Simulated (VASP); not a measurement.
# RbBa3 (Fm-3m) in VASP: single point with LDA

Aim: the single point of RbBa3 with LDA.

Everything below comes from runs of VASP 6.6.1. Logs are shortened: lines on timing, memory, paths and dates and some standing lists are left out, and cuts for length are marked.

**1. The cell of the first run**

Symmetry: Fm-3m, No. 225, cubic system. The conventional cell has a = 10.362 Å, b = 10.362 Å, c = 10.362 Å, α = 90.00°, β = 90.00°, γ = 90.00°. Rb (site symmetry m-3m) has 14 Ba at 4.49 to 5.18 Å within 5.9 Å. Within 5.9 Å of Ba (site symmetry -43m) lie 4 Rb at 4.49 Å and 10 Ba at 4.49 to 5.18 Å. Within 5.9 Å of Ba (site symmetry m-3m) lie 8 Ba at 4.49 Å and 6 Rb at 5.18 Å.

**2. Single point, LDA**

INCAR reads:

```
ALGO = Normal
EDIFF = 1E-6
ENCUT = 500
GGA_COMPAT = F
ISIF = 2
ISMEAR = 0
LASPH = T
LCHARG = F
LREAL = F
LWAVE = F
NBANDS = 49
NELM = 120
PREC = Accurate
SIGMA = 0.1
```

KPOINTS reads:

```
k-points
0
Gamma
  2 4 4
```

POSCAR reads:

```
RbBa3
1.0
    0.0000000000     10.3623100000     10.3623100000
    5.1811550000      0.0000000000      5.1811550000
    5.1811550000      5.1811550000      0.0000000000
Rb Ba
2 6
Direct
    0.0000000000      0.0000000000      0.0000000000
    0.5000000000      0.0000000000      0.0000000000
    0.1250000000      0.2500000000      0.2500000000
    0.3750000000      0.7500000000      0.7500000000
    0.2500000000      0.5000000000      0.5000000000
    0.6250000000      0.2500000000      0.2500000000
    0.8750000000      0.7500000000      0.7500000000
    0.7500000000      0.5000000000      0.5000000000
```

Potentials or basis: VASP PAW LDA potentials, release 64 (Rb_sv, Ba_sv).

Run with:

```console
cat potpaw_LDA.64/Rb_sv/POTCAR potpaw_LDA.64/Ba_sv/POTCAR > POTCAR
mpirun -np 1 vasp_std > vasp.out
```

OUTCAR:

```text
EDIFF = 1E-6
   ENCUT = 500
   ISIF = 2
   ISMEAR = 0
   LASPH = T
   LREAL = F
   NELM = 120
   PREC = Accurate

 ion  position               nearest neighbor table
   1  0.000  0.000  0.000-   7 4.49   7 4.49   3 4.49   4 4.49   6 4.49   7 4.49   3 4.49   3 4.49
                             5 5.18   8 5.18   8 5.18   5 5.18   8 5.18   5 5.18
   2  0.500  0.000  0.000-   4 4.49   4 4.49   3 4.49   4 4.49   6 4.49   7 4.49   6 4.49   6 4.49
                             5 5.18   8 5.18   5 5.18   5 5.18   8 5.18   8 5.18
   3  0.125  0.250  0.250-   1 4.49   1 4.49   1 4.49   2 4.49   5 4.49   8 4.49   5 4.49   5 4.49
[... 9 lines left out ...]
   8  0.750  0.500  0.500-   6 4.49   6 4.49   3 4.49   4 4.49   6 4.49   7 4.49   7 4.49   7 4.49
                             2 5.18   2 5.18   1 5.18   2 5.18   1 5.18   1 5.18

  LATTYP: Found a trigonal (rhomboedric) cell.
 ALAT       =    12.6911860283
 COS(alpha) =     0.8333333333

  Lattice vectors:

 A1 = (   5.1811550000,  -5.1811550000, -10.3623100000)
 A2 = (  10.3623100000,  -5.1811550000,  -5.1811550000)
 A3 = (   5.1811550000, -10.3623100000,  -5.1811550000)

Analysis of symmetry for initial positions (statically):
=====================================================================
 Subroutine PRICEL returns following result:

  LATTYP: Found a face centered cubic cell.
 ALAT       =    10.3623100000

  Lattice vectors:

 A1 = (   0.0000000000,   5.1811550000,   5.1811550000)
 A2 = (   5.1811550000,   0.0000000000,   5.1811550000)
 A3 = (   5.1811550000,   5.1811550000,   0.0000000000)

   2 primitive cells build up your supercell.

 Routine SETGRP: Setting up the symmetry group for a
 trigonal (rhombohedral) supercell.

 Subroutine GETGRP returns: Found 12 space group operations
 (whereof 12 operations were pure point group operations)
 out of a pool of 12 trial point group operations.

The static configuration has the point symmetry D_3d.

Analysis of symmetry for dynamics (positions and initial velocities):
=====================================================================
 Subroutine PRICEL returns following result:

  LATTYP: Found a face centered cubic cell.
 ALAT       =    10.3623100000

  Lattice vectors:

 A1 = (   0.0000000000,   5.1811550000,   5.1811550000)
 A2 = (   5.1811550000,   0.0000000000,   5.1811550000)
 A3 = (   5.1811550000,   5.1811550000,   0.0000000000)

   2 primitive cells build up your supercell.

 Routine SETGRP: Setting up the symmetry group for a
 trigonal (rhombohedral) supercell.

 Subroutine GETGRP returns: Found 12 space group operations
 (whereof 12 operations were pure point group operations)
 out of a pool of 12 trial point group operations.

The dynamic configuration has the point symmetry D_3d.

 Subroutine INISYM returns: Found 12 space group operations
 (whereof 12 operations are pure point group operations),
 and found     2 'primitive' translations

----------------------------------------------------------------------------------------

                                     Primitive cell

  volume of cell :     278.1697

  direct lattice vectors                    reciprocal lattice vectors
     0.000000000  5.181155000  5.181155000    -0.096503579  0.096503579  0.096503579
     5.181155000  0.000000000  5.181155000     0.096503579 -0.096503579  0.096503579
     5.181155000  5.181155000  0.000000000     0.096503579  0.096503579 -0.096503579

  length of vectors
     7.327259670  7.327259670  7.327259670     0.167149102  0.167149102  0.167149102

  position of ions in fractional coordinates (direct lattice)
[... 33 lines left out ...]
 -----------------------------------------------------------------------------
|                                                                             |
|           W    W    AA    RRRRR   N    N  II  N    N   GGGG   !!!           |
|           W    W   A  A   R    R  NN   N  II  NN   N  G    G  !!!           |
|           W    W  A    A  R    R  N N  N  II  N N  N  G       !!!           |
|           W WW W  AAAAAA  RRRRR   N  N N  II  N  N N  G  GGG   !            |
|           WW  WW  A    A  R   R   N   NN  II  N   NN  G    G                |
|           W    W  A    A  R    R  N    N  II  N    N   GGGG   !!!           |
|                                                                             |
|     Your reciprocal lattice and k-lattice belong to different lattice       |
|     classes:                                                                |
|                                                                             |
|        The reciprocal lattice is rhombohedral (trigonal),                   |
|        whereas your k-lattice is body-centered cubic.                       |
|                                                                             |
|     Results are often still useful ...                                      |
|                                                                             |
 -----------------------------------------------------------------------------

 Subroutine IBZKPT returns following result:
 ===========================================

 Found      8 irreducible k-points:

 Following reciprocal coordinates:
            Coordinates               Weight
  0.000000  0.000000  0.000000      1.000000
  0.500000  0.000000  0.000000      1.000000
  0.000000  0.250000  0.000000      6.000000
  0.500000  0.250000  0.000000      6.000000
  0.000000  0.500000  0.000000      3.000000
  0.500000  0.500000  0.000000      3.000000
  0.000000  0.500000  0.250000      6.000000
  0.500000  0.500000  0.250000      6.000000
   k-points           NKPTS =      8   k-points in BZ     NKDIM =      8   number of bands    NBANDS=     49
   number of dos      NEDOS =    301   number of ions     NIONS =      8
   total plane-waves  NPLWV = 314928
   dimension x,y,z NGX =   108 NGY =   54 NGZ =   54
   dimension x,y,z NGXF=   216 NGYF=  108 NGZF=  108
   ions per type =               2   6
   NGX,Y,Z   is equivalent  to a cutoff of  12.25, 12.25, 12.25 a.u.
   NGXF,Y,Z  is equivalent  to a cutoff of  24.50, 24.50, 24.50 a.u.
 SYSTEM =  unknown system
   PREC   = accura    normal or accurate (medium, high low for compatibility)
   ISTART =      0    job   : 0-new  1-cont  2-samecut
   ICHARG =      2    charge: 1-file 2-atom 10-const
   ISPIN  =      1    spin polarized calculation?
   LNONCOLLINEAR =      F non collinear calculations
   LSORBIT =      F    spin-orbit coupling
   LASPH  =      T    aspherical Exc in radial PAW
   ENCUT  =  500.0 eV  36.75 Ry    6.06 a.u.  26.72 13.36 13.36*2*pi/ulx,y,z
   NELM   =    120;   NELMIN=  2; NELMDL= -5     # of ELM steps
   EDIFF  = 0.1E-05   stopping-criterion for ELM
   LREAL  =      F    real-space projection
   EDIFFG = 0.1E-04   stopping-criterion for IOM
   NSW    =      0    number of steps for IOM
   IBRION =     -1    ionic relax: 0-MD 1-quasi-New 2-CG
   NFREE  =      0    steps in history (QN), initial steepest desc. (CG)
   ISIF   =      2    stress and relaxation
   ISYM   =      2    0-nonsym 1-usesym 2-fastsym
   POTIM  = 0.5000    time-step for ionic-motion
   TEBEG  =    0.0;   TEEND  =   0.0 temperature during run
   PSTRESS=    0.0 pullay stress
   NELECT =      78.0000    total number of electrons
   NUPDOWN=      -1.0000    fix difference up-down
   EMIN   =  10.00;   EMAX   =-10.00  energy-range for DOS
   EFERMI =   0.00;   METHOD = LEGACY
   ISMEAR =     0;   SIGMA  =   0.10  broadening in eV -4-tet -1-fermi 0-gaus
   EFERMI_NEDOS =   21; number of points for ismear=-14 and -15
   IALGO  =     38    algorithm
   IMIX   =      4    mixing-type and parameters
     AMIX     =   0.40;   BMIX     =  1.00
     AMIX_MAG =   1.60;   BMIX_MAG =  1.00
  volume/ion in A,a.u.               =      69.54       469.30
  Fermi-wavevector in a.u.,A,eV,Ry     =   0.850472  1.607158  9.841119  0.723302
  Thomas-Fermi vector in A             =   1.966454
   LORBIT       =      0    0 simple, 1 ext, 2 COOP (PROOUT), +10 PAW based schemes
   GGA     = CA    functional components
   LHFCALC =     F    Hartree Fock is set to
   AEXX    =    0.0000 exact exchange contribution
   IVDW    =     0    specifies the selected vdW correction
   LEPSILON=     F    determine dielectric tensor
   LRPA    =     F    only Hartree local field effects (RPA)
 non-spin polarized calculation
 Gauss-broadening in eV      SIGMA  =   0.10
  energy-cutoff  :      500.00
  volume of cell :      556.34
 maximum number of plane-waves:     14239
 NGX is ok and might be reduce to   108
   NGX = 53   NGY = 27   NGZ = 27

 number of electron      77.9999997 magnetization

 Free energy of the ion-electron system (eV)
  ---------------------------------------------------
  ext. energy  EPLUGINS =         0.00000000
  ---------------------------------------------------
  free energy    TOTEN  =       -14.19448752 eV

  energy without entropy =      -14.11372601  energy(sigma->0) =      -14.15410677

 E-fermi :   0.8680     XC(G=0):  -7.0961

 val. band max:        0.8626905961   @ k =   0.5000   0.2500   0.0000
 cond. band min:       0.8826398055   @ k =   0.5000   0.2500   0.0000
 fundamental gap:      0.0199492093
 Fermi energy:         0.8679748885

 k-point     1 :       0.0000    0.0000    0.0000
  band No.  band energies     occupation
      1     -28.3121      2.00000
      2     -28.3077      2.00000
      3     -28.3071      2.00000
      4     -28.3046      2.00000
      5     -28.1796      2.00000
      6     -28.1779      2.00000
[... 405 lines left out ...]
     48       1.7688      0.00000
     49       1.7835      0.00000

------------------------ aborting loop because EDIFF is reached ----------------------------------------

  FORCE on cell =-STRESS in cart. coord.  units (eV):
  Direction    XX          YY          ZZ          XY          YZ          ZX
  --------------------------------------------------------------------------------------
  -------------------------------------------------------------------------------------
  Total       -3.2444028     -3.2444028     -3.2444028     -0.0000172      0.0000172     -0.0000172
  in kB       -9.3434143     -9.3434143     -9.3434143     -0.0000494      0.0000494     -0.0000494
  external PRESSURE =      -9.3434143 kB  Pullay stress =       0.0000000 kB

 VOLUME and BASIS-vectors are now :
 -----------------------------------------------------------------------------
  energy-cutoff  :      500.00
  volume of cell :      556.34
      direct lattice vectors                 reciprocal lattice vectors
     0.000000000 10.362310000 10.362310000    -0.048251789  0.048251789  0.048251789
     5.181155000  0.000000000  5.181155000     0.096503579 -0.096503579  0.096503579
     5.181155000  5.181155000  0.000000000     0.096503579  0.096503579 -0.096503579

 POSITION                                       TOTAL-FORCE (eV/Angst)
 -----------------------------------------------------------------------------------
      0.00000      0.00000      0.00000         0.000000     -0.000000      0.000000
      0.00000      5.18116      5.18116         0.000000     -0.000000      0.000000
      2.59058      2.59058      2.59058        -0.000019      0.000019      0.000019
      7.77173      7.77173      7.77173         0.000019     -0.000019     -0.000019
      5.18116      5.18116      5.18116         0.000000     -0.000000     -0.000000
      2.59058      7.77173      7.77173        -0.000019      0.000019      0.000019
      7.77173     12.95289     12.95289         0.000019     -0.000019     -0.000019
      5.18116     10.36231     10.36231         0.000000     -0.000000      0.000000
 -----------------------------------------------------------------------------------
    total drift:                                0.000000      0.000000      0.000000

  FREE ENERGIE OF THE ION-ELECTRON SYSTEM (eV)
  ---------------------------------------------------
  free  energy   TOTEN  =       -14.1944875218 eV

  energy  without entropy=      -14.1137260126  energy(sigma->0) =      -14.15410677
```

Run time: 3.7 min. Hardware: 1 thread of Intel Xeon Platinum 8375C at 2.90GHz (Ice Lake), shared host; peak memory 0.55 GiB.

What came out:

```yaml
Free_energy: -14.1945 eV
Pressure: -0.9 GPa
Band_gap_on_the_k_mesh: zero (bands 39 and 40 overlap by 0.45 eV)
```

Levels at points of the mesh, in eV from the Fermi level:
```tsv
k point	band 36	band 37	band 38	band 39	band 40	band 41
(0.00, 0.00, 0.00)	-0.16	-0.16	0.28	0.28	0.36	0.46
(0.50, 0.00, 0.00)	-0.03	0.02	0.02	0.02	0.02	0.29
(0.00, 0.50, 0.00)	-0.78	-0.64	-0.60	0.28	0.28	0.36
(0.50, 0.50, 0.00)	-0.77	-0.29	-0.29	-0.17	-0.17	0.42
```

Caveat: spin-orbit coupling is left out, which moves the levels of the heavy elements.
